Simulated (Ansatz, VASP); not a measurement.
**Two plane-wave programs on ZrC**

Contents of INCAR:

```
  ALGO = Normal
  EDIFF = 1E-6
  ENCUT = 520
  GGA = PE
  ISIF = 2
  ISMEAR = 0
  LASPH = True
  LCHARG = False
  LREAL = False
  LWAVE = False
  NBANDS = 15
  NELM = 60
  PREC = Accurate
  SIGMA = 0.15
```

KPOINTS

```
k-points
0
Gamma
  18 18 18
```

POSCAR

```
ZrC
1.0
    0.0000000000      2.3502100000      2.3502100000
    2.3502100000      0.0000000000      2.3502100000
    2.3502100000      2.3502100000      0.0000000000
Zr C
1 1
Direct
    0.4774347788      0.5000000000      0.5000000000
    0.0000000000      0.0000000000      0.0000000000
```

Input for Ansatz:

```yaml
crystal:
  lattice:
    - [0.0, 2.35021, 2.35021]
    - [2.35021, 0.0, 2.35021]
    - [2.35021, 2.35021, 0.0]
  atoms:
    - { symbol: Zr, position: [0.4774347788, 0.5, 0.5] }
    - { symbol: C, position: [0.0, 0.0, 0.0] }
basis:
  ecutwfc: 420
kpoints:
  mp_grid: { grid: [18, 18, 18] }
hamiltonian:
  xc: pbe
scf:
  occupations: { method: gaussian, width: 0.15 }
output:
  forces: true
  stress: true
  eigenvalues: true
```

Change from the starting cell: all Zr atoms moved +0.075 Å, as atom 1 towards its neighbour atom 1 (Zr) at 3.324 Å.

Alike in both runs: task single point; functional PBE; k mesh 18 × 18 × 18; occupations gaussian, width 0.15 eV; no spin polarisation.

|  | VASP | Ansatz |
| --- | --- | --- |
| version | VASP 6.6.1 | Ansatz 0.2.0 |
| potentials or method | VASP PAW PBE potentials, release 64 (Zr_sv, C), cutoff 520 eV | scalar-relativistic, plane waves, PAW |
| valence electrons in the cell | 16 | 16 |

|  | VASP | Ansatz | Ansatz less VASP |
| --- | --- | --- | --- |
| gap on the k mesh at the Fermi level (eV) | none | none | - |
| pressure (GPa) | 1.9 | 1.6 | -0.25 |
| traceless stress, the component that is largest in VASP (GPa) | -0.48 | -0.48 | +0.001 |
| rms of the force components (eV/Å) | 0.292 | 0.291 | -0.0010 |

Atom by atom the forces differ by 0.001 eV/Å (rms over components). A gap of «none» marks a metal or a gap that the smearing closes.
